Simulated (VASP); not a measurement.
Write the native input for VASP 6.6.1 that does the following.

```yaml
Task: single point
Functional: PBEsol
Potentials_or_basis: VASP PAW PBE potentials, release 64 (Zr_sv, Si)
Cutoff: 520 eV
k_mesh: 6 × 6 × 12
Occupations: gaussian, width 0.15 eV
Spin: no spin polarisation
Dipole_correction: no
Further_INCAR_settings: ALGO = Fast; EDIFF = 1e-06; NBANDS = 55
```

The structure of Zr3Si2 lies in POSCAR:

```
Zr3Si2
1.0
    7.0655778226      0.0000000000      0.0000000000
    0.0000000000      7.0655778226      0.0000000000
    0.0000000000      0.0000000000      3.6444907344
Zr Si
6 4
Direct
    0.1744786440      0.6744786440      0.5000000000
    0.8255213560      0.3255213560      0.5000000000
    0.3255213560      0.1744786440      0.5000000000
    0.6744786440      0.8255213560      0.5000000000
    0.0000000000      0.0000000000      0.0000000000
    0.5000000000      0.5000000000      0.0000000000
    0.6223900172      0.1223900172      0.0000000000
    0.3776099828      0.8776099828      0.0000000000
    0.8776099828      0.6223900172      0.0000000000
    0.1223900172      0.3776099828      0.0000000000
```

One way to write it, as run:

INCAR

```
  PREC = Accurate
  ENCUT = 520
  EDIFF = 1E-6
  ISMEAR = 0
  SIGMA = 0.15
  LREAL = F
  LASPH = T
  NELM = 100
  ALGO = Fast
  ISIF = 2
  LWAVE = F
  LCHARG = T
  GGA = PS
  LELF = T
  LVHAR = T
  NBANDS = 55
```

KPOINTS

```
regular mesh
0
Gamma
  6 6 12
```

Potentials or basis: VASP PAW PBE potentials, release 64 (Zr_sv, Si).

The run is started by

```sh
$ cat potpaw_PBE.64/Zr_sv/POTCAR potpaw_PBE.64/Si/POTCAR > POTCAR
$ mpirun -np 1 vasp_std > vasp.out
```

Results of the run:

* Pressure: 0.2 GPa
* Largest force: 0.007 eV/Å
* Band gap on the k mesh: zero (bands 44 and 45 overlap by 1.25 eV)

Caveat: the PAW data sets were made with another functional, which shifts forces and pressure a little.

Wall time 15 min on 1 thread of Intel(R) Xeon(R) Platinum 8488C (Sapphire Rapids), on a shared host, peak memory 0.61 GiB.
